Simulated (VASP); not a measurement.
Wanted: the native input for a VASP 6.6.1 run.

| Quantity | Value |
| --- | --- |
| Task | relaxation of cell and atoms |
| Functional | PBEsol |
| Potentials or basis | VASP PAW PBE potentials, release 64 (Ti_sv, N) |
| Cutoff | 600 eV |
| k mesh | 18 × 18 × 18 |
| Occupations | gaussian, width 0.1 eV |
| Spin | no spin polarisation |
| Target pressure | 30 GPa |
| Dipole correction | no |
| Further INCAR settings | ALGO = Normal; EDIFF = 1e-07; IBRION = 2; EDIFFG = -0.008; NSW = 70; ISIF = 3 |

The structure of TiN lies in POSCAR:

```
TiN
1.0
    0.0000000000      2.0431738506      2.0431738506
    2.0431738506      0.0000000000      2.0431738506
    2.0431738506      2.0431738506      0.0000000000
Ti N
1 1
Direct
    0.0000000000      0.0000000000      0.0000000000
    0.5000000000      0.5000000000      0.5000000000
```

One way to write it, as run:

INCAR

```
SYSTEM = TiN
PREC     = Accurate       ! precision mode
ENCUT    = 600            ! plane-wave cutoff, eV
EDIFF    = 1E-7           ! SCF threshold, eV
ISMEAR   = 0              ! smearing method
SIGMA    = 0.1            ! smearing width, eV
LREAL    = .False.        ! projectors in reciprocal space
LASPH    = .True.         ! aspherical terms in the spheres
NELM     = 60             ! most SCF steps
ALGO     = Normal         ! electronic algorithm
ISIF     = 3              ! what is computed and relaxed
LWAVE    = .False.        ! write WAVECAR
LCHARG   = .False.        ! write CHGCAR
GGA      = PS             ! functional
IBRION   = 2              ! ionic algorithm
NSW      = 70             ! ionic steps
EDIFFG   = -0.008         ! ionic threshold
PSTRESS  = 300.0
```

KPOINTS

```
Automatic mesh
0
Gamma
  18 18 18
  0 0 0
```

Potentials or basis: VASP PAW PBE potentials, release 64 (Ti_sv, N).

The run is started by

```sh
$ cat potpaw_PBE.64/Ti_sv/POTCAR potpaw_PBE.64/N/POTCAR > POTCAR
$ mpirun -np 1 vasp_std > vasp.out
```

Results of the run:

The relaxed volume is 8.55 Å³/atom and the relaxed cell is a = 2.892 Å, b = 2.892 Å, c = 2.892 Å, α = 60.00°, β = 60.00°, γ = 60.00°. The space group after relaxing (to 0.05 Å) is Fm-3m (No. 225). The energy change on relaxing (the enthalpy is what falls) is -3.8 meV/atom, the ionic steps are 3 and the pressure after relaxing is 30.0 GPa.

Caveat: the cell is relaxed towards a set pressure, so the enthalpy falls and the energy may rise; the PAW data sets were made with another functional, which shifts forces and pressure a little.

It took 52 s on 1 thread of Intel(R) Xeon(R) 6975P-C (Granite Rapids), on a shared host, peak memory 0.18 GiB.
